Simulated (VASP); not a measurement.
Wanted: the native input for a VASP 6.6.1 run.

```
Task                   : single point
Functional             : PBEsol
Potentials or basis    : VASP PAW PBE potentials, release 64 (Sc_sv)
Cutoff                 : 520 eV
k mesh                 : 3 × 3 × 3
Occupations            : gaussian, width 0.1 eV
Spin                   : no spin polarisation
Dipole correction      : no
Further INCAR settings : ALGO = Normal; EDIFF = 1e-06; NBANDS = 78
```

The structure of Sc lies in POSCAR:

```
Sc
1.0
    3.4762410994      2.0070087345      8.1890465228
   -3.4762410994      2.0070087345      8.1890465228
    0.0000000000     -4.0140174689      8.1890465228
Sc
12
Direct
    0.0708443043      0.5438309358      0.0708443043
    0.0708443043      0.0708443043      0.5438309358
    0.5438309358      0.0708443043      0.0708443043
    0.9291556957      0.4561690642      0.9291556957
    0.4561690642      0.9291556957      0.9291556957
    0.9291556957      0.9291556957      0.4561690642
    0.2219285198      0.6337835708      0.2219285198
    0.2219285198      0.2219285198      0.6337835708
    0.6337835708      0.2219285198      0.2219285198
    0.7780714802      0.3662164292      0.7780714802
    0.3662164292      0.7780714802      0.7780714802
    0.7780714802      0.7780714802      0.3662164292
```

The input as run:

INCAR

```
SYSTEM = Sc
PREC = Accurate
ENCUT = 520
EDIFF = 1E-6
ISMEAR = 0
SIGMA = 0.1
LREAL = .FALSE.
LASPH = .TRUE.
NELM = 100
ALGO = Normal
ISIF = 2
LWAVE = .FALSE.
LCHARG = .FALSE.
GGA = PS
NBANDS = 78
```

KPOINTS

```
regular mesh
0
G
  3 3 3
  0 0 0
```

Potentials or basis: VASP PAW PBE potentials, release 64 (Sc_sv).

The run is started by

```sh
$ cat potpaw_PBE.64/Sc_sv/POTCAR > POTCAR
$ mpirun -np 1 vasp_std > vasp.out
```

Results of the run:

The pressure is 0.1 GPa and the largest force is 0.023 eV/Å. The band gap on the k mesh is zero (band 66 reaches 2.55 eV, above the bottom of band 67 at 2.35 eV).

Caveat: the PAW data sets were made with another functional, which shifts forces and pressure a little.

Wall time 9.4 min on 1 thread of Intel(R) Xeon(R) Platinum 8259CL CPU @ 2.50GHz (Skylake/Cascade Lake), on a shared host, peak memory 0.69 GiB.
